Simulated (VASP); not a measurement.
PtSe, 2 atoms in the cell. Symmetry: F-43m, No. 216, cubic system. The conventional cell has a = 6.075 Å, b = 6.075 Å, c = 6.075 Å, α = 90.00°, β = 90.00°, γ = 90.00°. Within 3.5 Å of Pt (site symmetry -43m) lie 4 Se at 2.63 Å. Se (site symmetry -43m) has 4 Pt at 2.63 Å within 3.5 Å. 

```yaml
Program: VASP 6.6.1
Task: single point
Functional: PBE
Potentials_or_basis: VASP PAW PBE potentials, release 64 (Pt, Se)
Cutoff: 520 eV
k_mesh: 5 × 5 × 5
Occupations: gaussian, width 0.05 eV
Spin: collinear spin, ferromagnetic start
Starting_moments: "[0.82, 0.05] μB"
Hubbard_terms: Pt d U = 7.0 eV, J = 0.9 eV
Dipole_correction: no
LDAUTYPE: 1
Hund's_J: 0.9
Further_INCAR_settings: ALGO = Normal; EDIFF = 1e-06; NBANDS = 19
```

Potentials or basis: VASP PAW PBE potentials, release 64 (Pt, Se).

The run is started by

```console
$ cat potpaw_PBE.64/Pt/POTCAR potpaw_PBE.64/Se/POTCAR > POTCAR
$ mpirun -np 1 vasp_std > vasp.out
```

Hardware: 1 thread of Intel(R) Xeon(R) Platinum 8488C (Sapphire Rapids) (shared host).

Q: Estimate the wall time of this run.

A: It took 17 s on 1 thread of Intel(R) Xeon(R) Platinum 8488C (Sapphire Rapids), on a shared host, peak memory 0.2 GiB. Counts: scf iterations 15, k points 10.
